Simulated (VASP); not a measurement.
# B8N7 (a cell with a defect) in VASP: single point with PBE

Aim: the single point of B8N7 (a cell with a defect) with PBE.

Program: VASP 6.6.1. These are calculated values, not measurements. Logs are shortened: lines on timing, memory, paths and dates and some standing lists are left out, and cuts for length are marked.

## Step 1: The cell of the first run

The cell holds a defect, 15 atoms: a = 4.937 Å, b = 4.937 Å, c = 5.109 Å, α = 104.99°, β = 104.99°, γ = 117.68°.

## Step 2: Single point, PBE (atoms taken out, then relaxed in part)

The input, INCAR:

```
SYSTEM = B8N7
PREC     = Accurate       ! precision mode
ENCUT    = 520            ! plane-wave cutoff, eV
EDIFF    = 1E-6           ! SCF threshold, eV
ISMEAR   = 0              ! smearing method
SIGMA    = 0.05           ! smearing width, eV
LREAL    = Auto         
LASPH    = .True.         ! aspherical terms in the spheres
NELM     = 100            ! most SCF steps
ALGO     = Normal         ! electronic algorithm
ISIF     = 2              ! what is computed and relaxed
LWAVE    = .False.        ! write WAVECAR
LCHARG   = .False.        ! write CHGCAR
GGA      = PE             ! functional
NELECT   = 56.0         
NBANDS   = 42             ! bands
```

The input, KPOINTS:

```
Automatic mesh
0
Gamma
  6 6 6
  0 0 0
```

The input, POSCAR:

```
B8N7
1.0
   -1.2772900481      2.2123312592     -4.2245145362
   -1.2772900481      2.2123312592      4.2245145362
    5.1091601921      0.0000000001      0.0000000000
B N
8 7
Direct
    0.6593745084      0.7019061235      0.3460775108
    0.1441713873      0.1867030023      0.3460775108
    0.6627787056      0.6501221748      0.8129008804
    0.1648077798      0.1722803587      0.8370881385
    0.0758329152      0.5424803539      0.1183132691
    0.5831739040      0.0339136972      0.1170876013
    0.1141947214      0.6080681598      0.6684108347
    0.5603426749      0.0542161133      0.6684108347
    0.1358450602      0.7630470748      0.3988921351
    0.8349992375      0.4573720769      0.7923713145
    0.3678852696      1.0144031386      0.8822884081
    0.2811978214      0.3877941103      0.1689919317
    0.7686299789      0.8999289279      0.1685589068
    0.2735087091      0.4014109625      0.6705986951
    0.7691877326      0.8970899860      0.6705986951
```

Potentials or basis: VASP PAW PBE potentials, release 64 (B, N).

Run with:

```console
> cat potpaw_PBE.64/B/POTCAR potpaw_PBE.64/N/POTCAR > POTCAR
> mpirun -np 1 vasp_std > vasp.out
```

OUTCAR:

```text
SYSTEM = B8N7
   PREC = Accurate
   ENCUT = 520
   EDIFF = 1E-6
   ISMEAR = 0
   LREAL = Auto
   LASPH = .True.
   NELM = 100
   ISIF = 2
   GGA = PE
   NELECT = 56.0

 ion  position               nearest neighbor table
   1  0.659  0.702  0.346-  15 1.48  13 1.51  12 1.56
   2  0.144  0.187  0.346-  14 1.48  13 1.51  12 1.56
   3  0.663  0.650  0.813-  15 1.53  14 1.53  10 1.54  13 1.69
   4  0.165  0.172  0.837-  12 1.53  11 1.54  14 1.57  15 1.57
   5  0.076  0.542  0.118-   9 1.41  12 1.54  10 1.59
   6  0.583  0.034  0.117-  11 1.33  13 1.37
   7  0.114  0.608  0.668-  14 1.55  10 1.61  11 1.62   9 1.74
   8  0.560  0.054  0.668-  15 1.55  10 1.61  11 1.62   9 1.74
   9  0.136  0.763  0.399-   5 1.41   7 1.74   8 1.74
  10  0.835  0.457  0.792-   3 1.54   5 1.59   8 1.61   7 1.61
  11  0.368  0.014  0.882-   6 1.33   4 1.54   8 1.62   7 1.62
  12  0.281  0.388  0.169-   4 1.53   5 1.54   1 1.56   2 1.56
  13  0.769  0.900  0.169-   6 1.37   2 1.51   1 1.51   3 1.69
  14  0.274  0.401  0.671-   2 1.48   3 1.53   7 1.55   4 1.57
  15  0.769  0.897  0.671-   1 1.48   3 1.53   8 1.55   4 1.57

  LATTYP: Found a face centered orthorhombic cell.
 ALAT       =     5.1091601922
 B/A-ratio  =     1.6537021261
 C/A-ratio  =     1.7320508075

  Lattice vectors:

 A1 = (   3.8318701440,   2.2123312593,   4.2245145362)
 A2 = (   2.5545800959,   4.4246625185,   0.0000000000)
 A3 = (  -1.2772900481,   2.2123312592,   4.2245145362)

Analysis of symmetry for initial positions (statically):
=====================================================================
 Subroutine PRICEL returns:
 Original cell was already a primitive cell.

 Routine SETGRP: Setting up the symmetry group for a
 face centered orthorhombic supercell.

 Subroutine GETGRP returns: Found  2 space group operations
 (whereof  1 operations were pure point group operations)
 out of a pool of  8 trial point group operations.

The static configuration has the point symmetry C_1 .
 The point group associated with its full space group is C_1h.

Analysis of symmetry for dynamics (positions and initial velocities):
=====================================================================
 Subroutine PRICEL returns:
 Original cell was already a primitive cell.

 Routine SETGRP: Setting up the symmetry group for a
 face centered orthorhombic supercell.

 Subroutine GETGRP returns: Found  2 space group operations
 (whereof  1 operations were pure point group operations)
 out of a pool of  8 trial point group operations.

The dynamic configuration has the point symmetry C_1 .
 The point group associated with its full space group is C_1h.

 Subroutine INISYM returns: Found  2 space group operations
 (whereof  1 operations are pure point group operations),
 and found     1 'primitive' translations

----------------------------------------------------------------------------------------

                                     Primitive cell

  volume of cell :      95.5007

  direct lattice vectors                    reciprocal lattice vectors
    -1.277290048  2.212331259 -4.224514536    -0.000000000  0.226005937 -0.118356795
    -1.277290048  2.212331259  4.224514536    -0.000000000  0.226005937  0.118356795
     5.109160192  0.000000000  0.000000000     0.195726883  0.113002969  0.000000000

  length of vectors
     4.936841352  4.936841352  5.109160192     0.255121568  0.255121568  0.226005937

  position of ions in fractional coordinates (direct lattice)
     0.659374508  0.701906124  0.346077511
     0.144171387  0.186703002  0.346077511
     0.662778706  0.650122175  0.812900880
     0.164807780  0.172280359  0.837088139
     0.075832915  0.542480354  0.118313269
     0.583173904  0.033913697  0.117087601
     0.114194721  0.608068160  0.668410835
     0.560342675  0.054216113  0.668410835
     0.135845060  0.763047075  0.398892135
     0.834999237  0.457372077  0.792371315
     0.367885270  0.014403139  0.882288408
     0.281197821  0.387794110  0.168991932
     0.768629979  0.899928928  0.168558907
     0.273508709  0.401410963  0.670598695
     0.769187733  0.897089986  0.670598695

[... 29 lines left out ...]
    -0.000000000  0.037667656 -0.019726132     0.166666667 -0.000000000  0.000000000
    -0.000000000  0.037667656  0.019726132    -0.000000000  0.166666667  0.000000000
     0.032621147  0.018833828  0.000000000     0.000000000  0.000000000  0.166666667

  Length of vectors
     0.042520261  0.042520261  0.037667656

  Shift w.r.t. Gamma in fractional coordinates (k-lattice)
     0.000000000  0.000000000  0.000000000

 Subroutine IBZKPT returns following result:
 ===========================================

 Found     68 irreducible k-points:

 Following reciprocal coordinates:
            Coordinates               Weight
  0.000000  0.000000  0.000000      1.000000
  0.166667  0.000000  0.000000      4.000000
 -0.000000 -0.166667  0.000000      4.000000
  0.333333  0.000000  0.000000      4.000000
 -0.000000 -0.333333 -0.000000      4.000000
  0.500000  0.000000  0.000000      2.000000
[... 16 lines left out ...]
 -0.000000 -0.166667 -0.166667      4.000000
  0.333333  0.000000  0.166667      4.000000
 [... further k-points ...]
   k-points           NKPTS =     68   k-points in BZ     NKDIM =     68   number of bands    NBANDS=     42
   number of dos      NEDOS =    301   number of ions     NIONS =     15
   total plane-waves  NPLWV =  64000
   dimension x,y,z NGX =    40 NGY =   40 NGZ =   40
   dimension x,y,z NGXF=    80 NGYF=   80 NGZF=   80
   ions per type =               8   7
   NGX,Y,Z   is equivalent  to a cutoff of  13.47, 13.47, 13.02 a.u.
   NGXF,Y,Z  is equivalent  to a cutoff of  26.94, 26.94, 26.03 a.u.
 SYSTEM =  B8N7
   PREC   = accura    normal or accurate (medium, high low for compatibility)
   ISTART =      0    job   : 0-new  1-cont  2-samecut
   ICHARG =      2    charge: 1-file 2-atom 10-const
   ISPIN  =      1    spin polarized calculation?
   LNONCOLLINEAR =      F non collinear calculations
   LSORBIT =      F    spin-orbit coupling
   LASPH  =      T    aspherical Exc in radial PAW
   ENCUT  =  520.0 eV  38.22 Ry    6.18 a.u.   9.18  9.18  9.50*2*pi/ulx,y,z
   NELM   =    100;   NELMIN=  2; NELMDL= -5     # of ELM steps
   EDIFF  = 0.1E-05   stopping-criterion for ELM
   LREAL  =      T    real-space projection
   EDIFFG = 0.1E-04   stopping-criterion for IOM
   NSW    =      0    number of steps for IOM
   IBRION =     -1    ionic relax: 0-MD 1-quasi-New 2-CG
   NFREE  =      0    steps in history (QN), initial steepest desc. (CG)
   ISIF   =      2    stress and relaxation
   ISYM   =      2    0-nonsym 1-usesym 2-fastsym
   POTIM  = 0.5000    time-step for ionic-motion
   TEBEG  =    0.0;   TEEND  =   0.0 temperature during run
   PSTRESS=    0.0 pullay stress
   NELECT =      56.0000    total number of electrons
   NUPDOWN=      -1.0000    fix difference up-down
   EMIN   =  10.00;   EMAX   =-10.00  energy-range for DOS
   EFERMI =   0.00;   METHOD = LEGACY
   ISMEAR =     0;   SIGMA  =   0.05  broadening in eV -4-tet -1-fermi 0-gaus
   EFERMI_NEDOS =   21; number of points for ismear=-14 and -15
   IALGO  =     38    algorithm
   IMIX   =      4    mixing-type and parameters
     AMIX     =   0.40;   BMIX     =  1.00
     AMIX_MAG =   1.60;   BMIX_MAG =  1.00
  volume/ion in A,a.u.               =       6.37        42.96
  Fermi-wavevector in a.u.,A,eV,Ry     =   1.370257  2.589410 25.546355  1.877604
  Thomas-Fermi vector in A             =   2.496059
   LORBIT       =      0    0 simple, 1 ext, 2 COOP (PROOUT), +10 PAW based schemes
   GGA     = PE    functional components
   LHFCALC =     F    Hartree Fock is set to
   AEXX    =    0.0000 exact exchange contribution
   IVDW    =     0    specifies the selected vdW correction
   LEPSILON=     F    determine dielectric tensor
   LRPA    =     F    only Hartree local field effects (RPA)
 non-spin polarized calculation
 Gauss-broadening in eV      SIGMA  =   0.05
  energy-cutoff  :      520.00
  volume of cell :       95.50
 maximum number of plane-waves:      2616
 NGX is ok and might be reduce to    40
   NGX = 19   NGY = 19   NGZ = 19

 number of electron      56.0000002 magnetization

 Free energy of the ion-electron system (eV)
  ---------------------------------------------------
  ext. energy  EPLUGINS =         0.00000000
  ---------------------------------------------------
  free energy    TOTEN  =      -142.95444853 eV

  energy without entropy =     -142.95444853  energy(sigma->0) =     -142.95444853

 E-fermi :   6.9114     XC(G=0): -12.0388

 val. band max:        6.6589365293   @ k =   0.0000   0.0000   0.0000
 cond. band min:       7.5751992491   @ k =  -0.1667   0.1667   0.5000
 fundamental gap:      0.9162627197
 Fermi energy:         6.9114132838

 k-point     1 :       0.0000    0.0000    0.0000
  band No.  band energies     occupation
      1     -13.3033      2.00000
      2     -10.5025      2.00000
      3      -9.6445      2.00000
      4      -9.2064      2.00000
      5      -8.7556      2.00000
      6      -8.4262      2.00000
[... 1021 lines left out ...]
     39      16.4556      0.00000
     40      16.8141      0.00000

 [... further k-points ...]

 [bands above 40 left out]

------------------------ aborting loop because EDIFF is reached ----------------------------------------

  FORCE on cell =-STRESS in cart. coord.  units (eV):
  Direction    XX          YY          ZZ          XY          YZ          ZX
  --------------------------------------------------------------------------------------
  -------------------------------------------------------------------------------------
  Total      -26.7475678    -34.3210018    -16.8868163      6.5587862      2.5724516      4.4556325
  in kB     -448.7334040   -575.7899210   -283.3034617    110.0341714     43.1570066     74.7503898
  external PRESSURE =    -435.9422622 kB  Pullay stress =       0.0000000 kB

 VOLUME and BASIS-vectors are now :
 -----------------------------------------------------------------------------
  energy-cutoff  :      520.00
  volume of cell :       95.50
      direct lattice vectors                 reciprocal lattice vectors
    -1.277290048  2.212331259 -4.224514536    -0.000000000  0.226005937 -0.118356795
    -1.277290048  2.212331259  4.224514536    -0.000000000  0.226005937  0.118356795
     5.109160192  0.000000000  0.000000000     0.195726883  0.113002969  0.000000000

 POSITION                                       TOTAL-FORCE (eV/Angst)
 -----------------------------------------------------------------------------------
      0.02942      3.01160      0.17968        -0.004056     -0.002986     -0.012859
      1.34554      0.73200      0.17968        -0.004614     -0.002020     -0.012859
      2.47629      2.90457     -0.05347         0.018005      0.010395     -0.006239
      3.84626      0.74575      0.03157        -0.009192     -0.005307     -0.017409
     -0.18528      1.36791      1.97136        -0.010178     -0.005876      0.017411
     -0.18998      1.36520     -2.32036        -0.005814     -0.003356      0.014774
      2.49248      1.59788      2.08638        -0.009690     -0.011112      0.015240
      2.63005      1.35961     -2.13814        -0.014468     -0.002836      0.015240
      0.88986      1.98865      2.64962         0.018623      0.010752      0.005068
      2.39762      2.85915     -1.59529        -0.003457     -0.001996     -0.002238
      4.01946      0.84575     -1.49329         0.016407      0.009472      0.001878
      0.00891      1.48003      0.45032         0.007739      0.004468     -0.013438
     -1.27004      3.69141      0.55467        -0.010719     -0.006188      0.006235
      2.56413      1.49315      0.54032         0.009363     -0.003039     -0.005403
      1.29788      3.68636      0.54032         0.002050      0.009628     -0.005403
 -----------------------------------------------------------------------------------
    total drift:                               -0.001700     -0.000981     -0.000653

  FREE ENERGIE OF THE ION-ELECTRON SYSTEM (eV)
  ---------------------------------------------------
  free  energy   TOTEN  =      -142.9544485330 eV

  energy  without entropy=     -142.9544485330  energy(sigma->0) =     -142.95444853
```

Wall time 9.4 min (1 thread of Intel Xeon Platinum 8259CL at 2.50GHz (Skylake/Cascade Lake), shared host); peak memory 0.34 GiB.

What came out:

- Free energy: -142.9544 eV
- Largest force: 0.022 eV/Å

Forces on the atoms (eV/Å):
```
B   -0.004 -0.003 -0.013
B   -0.005 -0.002 -0.013
B    0.018  0.010 -0.006
B   -0.009 -0.005 -0.017
B   -0.010 -0.006  0.017
B   -0.006 -0.003  0.015
B   -0.010 -0.011  0.015
B   -0.014 -0.003  0.015
N    0.019  0.011  0.005
N   -0.003 -0.002 -0.002
N    0.016  0.009  0.002
N    0.008  0.004 -0.013
N   -0.011 -0.006  0.006
N    0.009 -0.003 -0.005
N    0.002  0.010 -0.005
```

Levels at points of the mesh, in eV from the Fermi level:
```csv
k point,band 26,band 27,band 28,band 29,band 30,band 31
"(0.00, 0.00, 0.00)",-1.43,-1.17,-0.25,1.39,2.71,4.96
"(0.50, 0.00, 0.00)",-2.64,-1.84,-1.05,1.95,2.77,3.59
"(0.00, 0.50, 0.00)",-2.50,-2.36,-0.92,1.88,2.73,3.80
"(0.50, 0.50, 0.00)",-1.78,-1.62,-0.87,0.90,1.71,4.65
"(0.00, 0.00, 0.50)",-1.92,-1.38,-0.35,0.67,1.76,4.64
"(0.50, 0.50, 0.50)",-2.69,-2.63,-1.78,1.08,1.36,3.27
```

Caveat: the cell carries a net charge on a neutralising background, which shifts energy and pressure; the cell differs from its parent crystal (atoms taken out, then relaxed in part); the cell is charged against a uniform background, so pressure and absolute levels hang on convention.
